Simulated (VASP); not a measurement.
Write the native input for VASP 6.6.1 that does the following.

```
Task                   : single point
Functional             : r2SCAN
Potentials or basis    : VASP PAW PBE potentials, release 64 (Sc_sv)
Cutoff                 : 520 eV
k mesh                 : 11 × 11 × 6
Occupations            : fermi-dirac, width 0.05 eV
Spin                   : no spin polarisation
Dipole correction      : no
Further INCAR settings : ALGO = Normal; EDIFF = 1e-06; NBANDS = 18
```

Crystal: Sc.

```
Sc
1.0
     3.27547    0.00000    0.00000
    -1.63774    2.83664    0.00000
     0.00000    0.00000    5.10513
Sc
2
Direct
  0.33333 0.66667 0.25000
  0.66667 0.33333 0.75000
```

These files were run (other wordings do the same):

POSCAR

```
Sc
1.0
    3.2754720000      0.0000000000      0.0000000000
   -1.6377360000      2.8366420000      0.0000000000
    0.0000000000      0.0000000000      5.1051270000
Sc
2
Direct
    0.3333330000      0.6666670000      0.2500000000
    0.6666670000      0.3333330000      0.7500000000
```

INCAR.step1

```
SYSTEM = Sc
PREC     = Accurate       ! precision mode
ENCUT    = 520            ! plane-wave cutoff, eV
ISMEAR   = -1             ! smearing method
SIGMA    = 0.05           ! smearing width, eV
LREAL    = .False.        ! projectors in reciprocal space
LASPH    = .True.         ! aspherical terms in the spheres
NELM     = 100            ! most SCF steps
NBANDS   = 18             ! bands
GGA      = PE             ! functional
ALGO     = Normal         ! electronic algorithm
EDIFF    = 1E-4           ! SCF threshold, eV
LWAVE    = .True.         ! write WAVECAR
LCHARG   = .False.        ! write CHGCAR
```

INCAR.step2

```
SYSTEM = Sc
PREC     = Accurate       ! precision mode
ENCUT    = 520            ! plane-wave cutoff, eV
EDIFF    = 1E-6           ! SCF threshold, eV
ISMEAR   = -1             ! smearing method
SIGMA    = 0.05           ! smearing width, eV
LREAL    = .False.        ! projectors in reciprocal space
LASPH    = .True.         ! aspherical terms in the spheres
NELM     = 100            ! most SCF steps
ALGO     = Normal         ! electronic algorithm
ISIF     = 2              ! what is computed and relaxed
LWAVE    = .False.        ! write WAVECAR
LCHARG   = .True.         ! write CHGCAR
METAGGA  = R2SCAN         ! meta-GGA
LMIXTAU  = .True.       
LELF     = .True.         ! ELF
LVHAR    = .True.       
NBANDS   = 18             ! bands
ISTART   = 1
```

KPOINTS

```
Automatic mesh
0
Gamma
  11 11 6
  0 0 0
```

Potentials or basis: VASP PAW PBE potentials, release 64 (Sc_sv).

Launch:

```console
$ cat potpaw_PBE.64/Sc_sv/POTCAR > POTCAR
$ cp INCAR.step1 INCAR
$ mpirun -np 1 vasp_std > vasp.out
$ cp INCAR.step2 INCAR
$ mpirun -np 1 vasp_std > vasp.out
```

Results of the run:

| Quantity | Value |
| --- | --- |
| Pressure | 3.2 GPa |
| Band gap on the k mesh | zero (band 11 reaches 5.08 eV, above the bottom of band 12 at 3.42 eV) |

Caveat: the PAW data sets were made with another functional, which shifts forces and pressure a little.

It took 5 min on 1 thread of AMD EPYC 7R13, on a shared host, peak memory 0.17 GiB.
